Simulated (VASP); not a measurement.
A run of VASP 6.6.1 is set up as follows.

The input POSCAR:

```
LiBr
1.0
    0.0000000000      2.7395485816      2.7395485816
    2.7395485816      0.0000000000      2.7395485816
    2.7395485816      2.7395485816      0.0000000000
Li Br
1 1
Direct
    0.0000000000      0.0000000000      0.0000000000
    0.5000000000      0.5000000000      0.5000000000
```

INCAR.step1

```
SYSTEM = LiBr
  PREC = Accurate
  ENCUT = 650
  EDIFF = 1E-5
  ISMEAR = 0
  SIGMA = 0.01
  LREAL = .False.
  LASPH = .True.
  NELM = 120
  ALGO = Normal
  ISIF = 2
  LWAVE = .True.
  LCHARG = .False.
  GGA = PE
  NBANDS = 12
  GGA_COMPAT = .False.
```

File INCAR.step2:

```
SYSTEM = LiBr
  PREC = Accurate
  ENCUT = 650
  EDIFF = 1E-6
  ISMEAR = 0
  SIGMA = 0.01
  LREAL = .False.
  LASPH = .True.
  NELM = 120
  ALGO = Normal
  ISIF = 2
  LWAVE = .False.
  LCHARG = .False.
  GGA = PE
  LHFCALC = .True.
  HFSCREEN = 0.2079
  PRECFOCK = Normal
  ISTART = 1
  NBANDS = 12
  GGA_COMPAT = .False.
```

File KPOINTS:

```
regular mesh
0
Gamma
  4 4 4
  0 0 0
```

Potentials or basis: VASP PAW PBE potentials, release 64 (Li_sv, Br).

The run is started by

```console
$ cat potpaw_PBE.64/Li_sv/POTCAR potpaw_PBE.64/Br/POTCAR > POTCAR
$ cp INCAR.step1 INCAR
$ mpirun -np 1 vasp_std > vasp.out
$ cp INCAR.step2 INCAR
$ mpirun -np 1 vasp_std > vasp.out
```

(1) What does it give for the pressure?

(2) Predict the band gap on the k mesh.

## Answers

(1) -0.1 GPa.

(2) 6.21 eV.

Caveat: the k points lie up to 0.50 Å⁻¹ apart; the PAW data sets were made with another functional, which shifts forces and pressure a little.
